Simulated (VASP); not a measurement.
BiS, 2 atoms in the cell. It takes space group R-3m (No. 166, trigonal). The conventional cell has a = 4.219 Å, b = 4.219 Å, c = 10.501 Å, α = 90.00°, β = 90.00°, γ = 120.00°. Bi (site symmetry -3m) has 6 S at 3.00 Å within 3.9 Å. S (site symmetry -3m) has 6 Bi at 3.00 Å within 3.9 Å. 

- Program: VASP 6.6.1
- Task: single point
- Functional: HSE06
- Potentials or basis: VASP PAW PBE potentials, release 64 (Bi_d, S)
- Cutoff: 520 eV
- k mesh: 4 × 4 × 4
- Occupations: gaussian, width 0.05 eV
- Spin: no spin polarisation
- Dipole correction: no
- Grid for exact exchange (PRECFOCK): Normal
- Further INCAR settings: ALGO = Normal; EDIFF = 1e-06; NBANDS = 18
- Screening parameter: 0.2079 1/Å

Potentials or basis: VASP PAW PBE potentials, release 64 (Bi_d, S).

Command:

```bash
$ cat potpaw_PBE.64/Bi_d/POTCAR potpaw_PBE.64/S/POTCAR > POTCAR
$ cp INCAR.step1 INCAR
$ mpirun -np 1 vasp_std > vasp.out
$ cp INCAR.step2 INCAR
$ mpirun -np 1 vasp_std > vasp.out
```

Hardware: 1 thread of Intel(R) Xeon(R) Platinum 8488C (Sapphire Rapids), on a shared host.

Q: Estimate the wall time of this run.

A: Run time: 9.9 min on 1 thread of Intel(R) Xeon(R) Platinum 8488C (Sapphire Rapids), on a shared host, peak memory 0.29 GiB. Counts: k points 13.
